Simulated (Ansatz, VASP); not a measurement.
## Two plane-wave programs on HC12

The input INCAR:

```
SYSTEM = HC12
PREC = Accurate
ENCUT = 520
EDIFF = 1E-6
ISMEAR = 0
SIGMA = 0.05
LREAL = Auto
LASPH = .True.
NELM = 80
ALGO = Normal
ISIF = 2
LWAVE = .False.
LCHARG = .False.
LDIPOL = .True.
IDIPOL = 3
DIPOL = 0.5 0.5 0.291
GGA = PE
NBANDS = 68
```

The input KPOINTS:

```
Automatic mesh
0
Gamma
  5 5 1
  0 0 0
```

File POSCAR:

```
HC12
1.0
    5.0509324483      0.0000000000      0.0000000000
    0.0000000000      5.0509324483      0.0000000000
    0.0000000000      0.0000000000     22.3754933530
C H
24 2
Direct
    0.0000000000      0.2500000000      0.1787670080
    0.0000000000      0.7500000000      0.1787670080
    0.5000000000      0.2500000000      0.1787670080
    0.5000000000      0.7500000000      0.1787670080
    0.0000000000      0.0000000000      0.2186716990
    0.0000000000      0.5000000000      0.2186716990
    0.5000000000      0.0000000000      0.2186716990
    0.5000000000      0.5000000000      0.2186716990
    0.2500000000      0.0000000000      0.2585763899
    0.2500000000      0.5000000000      0.2585763899
    0.7500000000      0.0000000000      0.2585763899
    0.7500000000      0.5000000000      0.2585763899
    0.2500000000      0.2500000000      0.2976014419
    0.2500000000      0.7500000000      0.2976014419
    0.7500000000      0.2500000000      0.2976014419
    0.7500000000      0.7500000000      0.2976014419
    0.0000000000      0.2500000000      0.3394883053
    0.0000000000      0.7500000000      0.3394883053
    0.5000000000      0.2500000000      0.3394883053
    0.5000000000      0.7500000000      0.3394883053
    0.0000000000      0.0000000000      0.3743154719
    0.0000000000      0.5000000000      0.3743154719
    0.5000000000      0.0000000000      0.3743154719
    0.5000000000      0.5000000000      0.3743154719
    0.9090266986      0.3750000000      0.4516322029
    1.0909733014      0.3750000000      0.4516322029
```

Input for Ansatz:

```yaml
crystal:
  lattice:
    - [5.0509324483, 0.0, 0.0]
    - [0.0, 5.0509324483, 0.0]
    - [0.0, 0.0, 22.375493353]
  atoms:
    - { symbol: C, position: [0.0, 0.25, 0.178767008] }
    - { symbol: C, position: [0.0, 0.75, 0.178767008] }
    - { symbol: C, position: [0.5, 0.25, 0.178767008] }
    - { symbol: C, position: [0.5, 0.75, 0.178767008] }
    - { symbol: C, position: [0.0, 0.0, 0.218671699] }
    - { symbol: C, position: [0.0, 0.5, 0.218671699] }
    - { symbol: C, position: [0.5, 0.0, 0.218671699] }
    - { symbol: C, position: [0.5, 0.5, 0.218671699] }
    - { symbol: C, position: [0.25, 0.0, 0.2585763899] }
    - { symbol: C, position: [0.25, 0.5, 0.2585763899] }
    - { symbol: C, position: [0.75, 0.0, 0.2585763899] }
    - { symbol: C, position: [0.75, 0.5, 0.2585763899] }
    - { symbol: C, position: [0.25, 0.25, 0.2976014419] }
    - { symbol: C, position: [0.25, 0.75, 0.2976014419] }
    - { symbol: C, position: [0.75, 0.25, 0.2976014419] }
    - { symbol: C, position: [0.75, 0.75, 0.2976014419] }
    - { symbol: C, position: [0.0, 0.25, 0.3394883053] }
    - { symbol: C, position: [0.0, 0.75, 0.3394883053] }
    - { symbol: C, position: [0.5, 0.25, 0.3394883053] }
    - { symbol: C, position: [0.5, 0.75, 0.3394883053] }
    - { symbol: C, position: [0.0, 0.0, 0.3743154719] }
    - { symbol: C, position: [0.0, 0.5, 0.3743154719] }
    - { symbol: C, position: [0.5, 0.0, 0.3743154719] }
    - { symbol: C, position: [0.5, 0.5, 0.3743154719] }
    - { symbol: H, position: [0.9090266986, 0.375, 0.4516322029] }
    - { symbol: H, position: [1.0909733014, 0.375, 0.4516322029] }
basis:
  ecutwfc: 420
kpoints:
  mp_grid: { grid: [5, 5, 1] }
hamiltonian:
  xc: pbe
  pseudopotentials: { kind: paw, azcp: { folder: soft_1 } }
scf:
  occupations: { method: gaussian, width: 0.05 }
output:
  forces: true
  eigenvalues: true
efield:
  axis: 3
  dipole_correction: true
  ramp_width: 0.04
```

Alike in both runs: task single point; functional PBE; k mesh 5 × 5 × 1; occupations gaussian, width 0.05 eV; no spin polarisation.

```csv
,VASP,Ansatz
version,VASP 6.6.1,Ansatz 0.2.0
potentials or method,"VASP PAW PBE potentials, release 64 (C, H), cutoff 520 eV","scalar-relativistic, plane waves, PAW"
valence electrons in the cell,98,98
```

VASP gave:

| Item | Value |
| --- | --- |
| gap on the k mesh at the Fermi level (eV) | none |
| rms of the force components (eV/Å) | 0.838 |

Question: Estimate Ansatz's values.

Answer: gap on the k mesh at the Fermi level (eV): none; rms of the force components (eV/Å): 0.842.

Atom by atom the forces differ by 0.013 eV/Å (rms over components). A gap of «none» marks a metal or a gap that the smearing closes.
